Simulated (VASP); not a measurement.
# HfN (Fm-3m) in VASP: a series of runs

The runs below take HfN through single point, relaxation of cell and atoms, with PBEsol.

All numbers are computed with VASP 6.6.1; they aren't measurements. Logs are shortened: lines on timing, memory, paths and dates and some standing lists are left out, and cuts for length are marked.

**1. The cell of the first run**

Symmetry: Fm-3m, No. 225, cubic system. Conventional cell: a = 4.512 Å, b = 4.512 Å, c = 4.512 Å, α = 90.00°, β = 90.00°, γ = 90.00°. Within 3.0 Å of Hf (site symmetry m-3m) lie 6 N at 2.26 Å. N (site symmetry m-3m) has 6 Hf at 2.26 Å within 3.0 Å.

**2. Single point, PBEsol**

Input file INCAR:

```
SYSTEM = HfN
PREC = Accurate
ENCUT = 520
EDIFF = 1E-6
ISMEAR = 0
SIGMA = 0.1
LREAL = .False.
LASPH = .True.
NELM = 80
ALGO = Normal
ISIF = 2
LWAVE = .False.
LCHARG = .False.
GGA = PS
NBANDS = 14
```

Input file KPOINTS:

```
regular mesh
0
Gamma
  8 8 8
  0 0 0
```

Input file POSCAR:

```
HfN
1.0
    0.0000000000      2.2560000000      2.2560000000
    2.2560000000      0.0000000000      2.2560000000
    2.2560000000      2.2560000000      0.0000000000
Hf N
1 1
Direct
    0.0000000000      0.0000000000      0.0000000000
    0.5000000000      0.5000000000      0.5000000000
```

Potentials or basis: VASP PAW PBE potentials, release 64 (Hf_pv, N).

Command:

```console
$ cat potpaw_PBE.64/Hf_pv/POTCAR potpaw_PBE.64/N/POTCAR > POTCAR
$ mpirun -np 1 vasp_std > vasp.out
```

OUTCAR:

```text
SYSTEM = HfN
   PREC = Accurate
   ENCUT = 520
   EDIFF = 1E-6
   ISMEAR = 0
   LREAL = .False.
   LASPH = .True.
   NELM = 80
   ISIF = 2
   GGA = PS

 ion  position               nearest neighbor table
   1  0.000  0.000  0.000-   2 2.26   2 2.26   2 2.26   2 2.26   2 2.26   2 2.26
   2  0.500  0.500  0.500-   1 2.26   1 2.26   1 2.26   1 2.26   1 2.26   1 2.26

  LATTYP: Found a face centered cubic cell.
 ALAT       =     4.5120000000

  Lattice vectors:

 A1 = (   0.0000000000,   2.2560000000,   2.2560000000)
 A2 = (   2.2560000000,   0.0000000000,   2.2560000000)
 A3 = (   2.2560000000,   2.2560000000,   0.0000000000)

Analysis of symmetry for initial positions (statically):
=====================================================================
 Subroutine PRICEL returns:
 Original cell was already a primitive cell.

 Routine SETGRP: Setting up the symmetry group for a
 face centered cubic supercell.

 Subroutine GETGRP returns: Found 48 space group operations
 (whereof 48 operations were pure point group operations)
 out of a pool of 48 trial point group operations.

The static configuration has the point symmetry O_h .

Analysis of symmetry for dynamics (positions and initial velocities):
=====================================================================
 Subroutine PRICEL returns:
 Original cell was already a primitive cell.

 Routine SETGRP: Setting up the symmetry group for a
 face centered cubic supercell.

 Subroutine GETGRP returns: Found 48 space group operations
 (whereof 48 operations were pure point group operations)
 out of a pool of 48 trial point group operations.

The dynamic configuration has the point symmetry O_h .

 Subroutine INISYM returns: Found 48 space group operations
 (whereof 48 operations are pure point group operations),
 and found     1 'primitive' translations

----------------------------------------------------------------------------------------

                                     Primitive cell

  volume of cell :      22.9640

  direct lattice vectors                    reciprocal lattice vectors
     0.000000000  2.256000000  2.256000000    -0.221631206  0.221631206  0.221631206
     2.256000000  0.000000000  2.256000000     0.221631206 -0.221631206  0.221631206
     2.256000000  2.256000000  0.000000000     0.221631206  0.221631206 -0.221631206

  length of vectors
     3.190465797  3.190465797  3.190465797     0.383876509  0.383876509  0.383876509

  position of ions in fractional coordinates (direct lattice)
     0.000000000  0.000000000  0.000000000
     0.500000000  0.500000000  0.500000000

  ion indices of the primitive-cell ions
   primitive index   ion index
                 1           1
                 2           2

----------------------------------------------------------------------------------------

 KPOINTS: regular mesh

Automatic generation of k-mesh.
 Grid dimensions read from file:
 generate k-points for:    8    8    8

 Generating k-lattice:

  Cartesian coordinates                     Fractional coordinates (reciprocal lattice)
    -0.027703901  0.027703901  0.027703901     0.125000000  0.000000000  0.000000000
     0.027703901 -0.027703901  0.027703901     0.000000000  0.125000000  0.000000000
     0.027703901  0.027703901 -0.027703901     0.000000000  0.000000000  0.125000000

  Length of vectors
     0.047984564  0.047984564  0.047984564

  Shift w.r.t. Gamma in fractional coordinates (k-lattice)
     0.000000000  0.000000000  0.000000000

 Subroutine IBZKPT returns following result:
 ===========================================

 Found     29 irreducible k-points:

 Following reciprocal coordinates:
            Coordinates               Weight
  0.000000  0.000000  0.000000      1.000000
  0.125000  0.000000  0.000000      8.000000
  0.250000  0.000000  0.000000      8.000000
  0.375000  0.000000  0.000000      8.000000
  0.500000  0.000000  0.000000      4.000000
  0.125000  0.125000  0.000000      6.000000
[... 16 lines left out ...]
  0.500000  0.250000  0.125000     48.000000
 -0.375000  0.250000  0.125000     24.000000
 [... further k-points ...]
   k-points           NKPTS =     29   k-points in BZ     NKDIM =     29   number of bands    NBANDS=     14
   number of dos      NEDOS =    301   number of ions     NIONS =      2
   total plane-waves  NPLWV =  13824
   dimension x,y,z NGX =    24 NGY =   24 NGZ =   24
   dimension x,y,z NGXF=    48 NGYF=   48 NGZF=   48
   ions per type =               1   1
   NGX,Y,Z   is equivalent  to a cutoff of  12.51, 12.51, 12.51 a.u.
   NGXF,Y,Z  is equivalent  to a cutoff of  25.01, 25.01, 25.01 a.u.
 SYSTEM =  HfN
   PREC   = accura    normal or accurate (medium, high low for compatibility)
   ISTART =      0    job   : 0-new  1-cont  2-samecut
   ICHARG =      2    charge: 1-file 2-atom 10-const
   ISPIN  =      1    spin polarized calculation?
   LNONCOLLINEAR =      F non collinear calculations
   LSORBIT =      F    spin-orbit coupling
   LASPH  =      T    aspherical Exc in radial PAW
   ENCUT  =  520.0 eV  38.22 Ry    6.18 a.u.   5.93  5.93  5.93*2*pi/ulx,y,z
   NELM   =     80;   NELMIN=  2; NELMDL= -5     # of ELM steps
   EDIFF  = 0.1E-05   stopping-criterion for ELM
   LREAL  =      F    real-space projection
   EDIFFG = 0.1E-04   stopping-criterion for IOM
   NSW    =      0    number of steps for IOM
   IBRION =     -1    ionic relax: 0-MD 1-quasi-New 2-CG
   NFREE  =      0    steps in history (QN), initial steepest desc. (CG)
   ISIF   =      2    stress and relaxation
   ISYM   =      2    0-nonsym 1-usesym 2-fastsym
   POTIM  = 0.5000    time-step for ionic-motion
   TEBEG  =    0.0;   TEEND  =   0.0 temperature during run
   PSTRESS=    0.0 pullay stress
   NELECT =      15.0000    total number of electrons
   NUPDOWN=      -1.0000    fix difference up-down
   EMIN   =  10.00;   EMAX   =-10.00  energy-range for DOS
   EFERMI =   0.00;   METHOD = LEGACY
   ISMEAR =     0;   SIGMA  =   0.10  broadening in eV -4-tet -1-fermi 0-gaus
   EFERMI_NEDOS =   21; number of points for ismear=-14 and -15
   IALGO  =     38    algorithm
   IMIX   =      4    mixing-type and parameters
     AMIX     =   0.40;   BMIX     =  1.00
     AMIX_MAG =   1.60;   BMIX_MAG =  1.00
  volume/ion in A,a.u.               =      11.48        77.48
  Fermi-wavevector in a.u.,A,eV,Ry     =   1.420440  2.684242 27.451783  2.017649
  Thomas-Fermi vector in A             =   2.541355
   LORBIT       =      0    0 simple, 1 ext, 2 COOP (PROOUT), +10 PAW based schemes
   GGA     = PS    functional components
   LHFCALC =     F    Hartree Fock is set to
   AEXX    =    0.0000 exact exchange contribution
   IVDW    =     0    specifies the selected vdW correction
   LEPSILON=     F    determine dielectric tensor
   LRPA    =     F    only Hartree local field effects (RPA)
 non-spin polarized calculation
 Gauss-broadening in eV      SIGMA  =   0.10
  energy-cutoff  :      520.00
  volume of cell :       22.96
 maximum number of plane-waves:       636
   NGX = 11   NGY = 11   NGZ = 11

 number of electron      15.0000001 magnetization

 Free energy of the ion-electron system (eV)
  ---------------------------------------------------
  ext. energy  EPLUGINS =         0.00000000
  ---------------------------------------------------
  free energy    TOTEN  =       -22.97500382 eV

  energy without entropy =      -22.97086752  energy(sigma->0) =      -22.97293567

 E-fermi :   8.2160     XC(G=0): -12.9152

 val. band max:        8.1752734764   @ k =   0.1250   0.0000   0.0000
 cond. band min:       8.2267271470   @ k =   0.3750   0.1250   0.0000
 fundamental gap:      0.0514536705
 Fermi energy:         8.2160132342

 k-point     1 :       0.0000    0.0000    0.0000
  band No.  band energies     occupation
      1     -22.8215      2.00000
      2     -22.8215      2.00000
      3     -22.8215      2.00000
      4      -9.2196      2.00000
      5       5.2567      2.00000
      6       5.2567      2.00000
      7       5.2567      2.00000
      8       7.8568      2.00000
      9       7.8568      2.00000
     10       7.8568      2.00000
     11      10.0877      0.00000
     12      10.1826      0.00000
     13      10.1826      0.00000
     14      17.7801      0.00000

 k-point     2 :       0.1250    0.0000    0.0000
  band No.  band energies     occupation
      1     -22.9789      2.00000
      2     -22.8346      2.00000
      3     -22.8346      2.00000
      4      -8.8607      2.00000
      5       3.9175      2.00000
      6       4.4559      2.00000
      7       4.4559      2.00000
      8       8.1753      1.43548
      9       8.3534      0.05201
     10       8.3534      0.05201
     11      11.1270      0.00000
     12      11.3025      0.00000
     13      11.3025      0.00000
     14      18.9541      0.00000

 k-point     3 :       0.2500    0.0000    0.0000
  band No.  band energies     occupation
      1     -23.3379      2.00000
      2     -22.8662      2.00000
      3     -22.8662      2.00000
      4      -7.9532      2.00000
      5       1.7877      2.00000
      6       3.2172      2.00000
      7       3.2172      2.00000
      8       8.7931      0.00000
      9       9.5613      0.00000
     10       9.5613      0.00000
     11      12.9452      0.00000
     12      13.5911      0.00000
     13      13.5911      0.00000
     14      20.4813      0.00000
[... 324 lines left out ...]
 k-point    23 :       0.5000    0.2500    0.1250
  band No.  band energies     occupation
      1     -23.5737      2.00000
      2     -23.1322      2.00000
      3     -22.9649      2.00000
      4      -7.1696      2.00000
      5       0.6748      2.00000
      6       2.5055      2.00000
      7       2.9369      2.00000
      8       8.4767      0.00023
      9      11.7616      0.00000
     10      12.0155      0.00000
     11      13.2502      0.00000
     12      15.5016      0.00000
     13      17.4289      0.00000
     14      19.4413      0.00000

 k-point    24 :      -0.3750    0.2500    0.1250
  band No.  band energies     occupation
      1     -23.6470      2.00000
      2     -23.1559      2.00000
      3     -22.9938      2.00000
      4      -6.9709      2.00000
      5       0.4807      2.00000
      6       2.4785      2.00000
      7       2.5427      2.00000
      8       9.8794      0.00000
      9      10.3105      0.00000
     10      12.6301      0.00000
     11      14.6377      0.00000
     12      16.0537      0.00000
     13      17.6605      0.00000
     14      18.9495      0.00000

 [... further k-points ...]

------------------------ aborting loop because EDIFF is reached ----------------------------------------

  FORCE on cell =-STRESS in cart. coord.  units (eV):
  Direction    XX          YY          ZZ          XY          YZ          ZX
  --------------------------------------------------------------------------------------
  -------------------------------------------------------------------------------------
  Total       -0.5548249     -0.5548249     -0.5548249      0.0000000      0.0000000      0.0000000
  in kB      -38.7096489    -38.7096489    -38.7096489      0.0000000      0.0000000      0.0000000
  external PRESSURE =     -38.7096489 kB  Pullay stress =       0.0000000 kB

 VOLUME and BASIS-vectors are now :
 -----------------------------------------------------------------------------
  energy-cutoff  :      520.00
  volume of cell :       22.96
      direct lattice vectors                 reciprocal lattice vectors
     0.000000000  2.256000000  2.256000000    -0.221631206  0.221631206  0.221631206
     2.256000000  0.000000000  2.256000000     0.221631206 -0.221631206  0.221631206
     2.256000000  2.256000000  0.000000000     0.221631206  0.221631206 -0.221631206

 POSITION                                       TOTAL-FORCE (eV/Angst)
 -----------------------------------------------------------------------------------
      0.00000      0.00000      0.00000         0.000000     -0.000000      0.000000
      2.25600      2.25600      2.25600        -0.000000      0.000000     -0.000000
 -----------------------------------------------------------------------------------
    total drift:                                0.000000     -0.000000     -0.000000

  FREE ENERGIE OF THE ION-ELECTRON SYSTEM (eV)
  ---------------------------------------------------
  free  energy   TOTEN  =       -22.9750038155 eV

  energy  without entropy=      -22.9708675192  energy(sigma->0) =      -22.97293567
```

Run time: 3.6 s. Hardware: 1 thread of Intel Xeon 6975P-C (Granite Rapids), shared host; peak memory 0.13 GiB.

Results:

- Free energy: -22.9750 eV
- Pressure: -3.9 GPa

Caveat: the PAW data sets were made with another functional, which shifts forces and pressure a little; spin-orbit coupling is left out, which moves the levels of the heavy elements.

**3. Single point, PBEsol**

This run uses another cell than the first one, of 11.40 Å³/atom, 0.993 times its volume.

Input file INCAR:

```
SYSTEM = HfN
PREC     = Accurate       ! precision mode
ENCUT    = 520            ! plane-wave cutoff, eV
EDIFF    = 1E-6           ! SCF threshold, eV
ISMEAR   = 0              ! smearing method
SIGMA    = 0.1            ! smearing width, eV
LREAL    = .False.        ! projectors in reciprocal space
LASPH    = .True.         ! aspherical terms in the spheres
NELM     = 60             ! most SCF steps
ALGO     = Normal         ! electronic algorithm
ISIF     = 2              ! what is computed and relaxed
LWAVE    = .False.        ! write WAVECAR
LCHARG   = .True.         ! write CHGCAR
GGA      = PS             ! functional
LELF     = .True.         ! ELF
LVHAR    = .True.       
NBANDS   = 14             ! bands
```

Input file KPOINTS:

```
Automatic mesh
0
Gamma
  16 16 16
  0 0 0
```

Input file POSCAR:

```
HfN
1.0
    0.0000000000      2.2508709350      2.2508709350
    2.2508709350      0.0000000000      2.2508709350
    2.2508709350      2.2508709350      0.0000000000
Hf N
1 1
Direct
    0.0000000000      0.0000000000      0.0000000000
    0.5000000000      0.5000000000      0.5000000000
```

Potentials or basis: VASP PAW PBE potentials, release 64 (Hf_pv, N).

Command:

```console
$ cat potpaw_PBE.64/Hf_pv/POTCAR potpaw_PBE.64/N/POTCAR > POTCAR
$ mpirun -np 1 vasp_std > vasp.out
```

Run time: 12 s. Hardware: 1 thread of Intel Xeon 6975P-C (Granite Rapids), shared host; peak memory 0.17 GiB.

Results (log left out):

- Free energy: -22.9948 eV
- Pressure: -2.2 GPa

Levels at points of the mesh, in eV from the Fermi level:
```tsv
k point	band 6	band 7	band 8	band 9	band 10	band 11
(0.00, 0.00, 0.00)	-2.99	-2.99	-0.37	-0.37	-0.37	1.92
(0.50, 0.00, 0.00)	-6.22	-6.22	3.35	3.78	3.78	4.47
(0.50, 0.50, 0.00)	-3.88	-3.65	-3.65	4.16	5.64	5.64
```

Caveat: the PAW data sets were made with another functional, which shifts forces and pressure a little; spin-orbit coupling is left out, which moves the levels of the heavy elements.

[end of part 1 of 2]
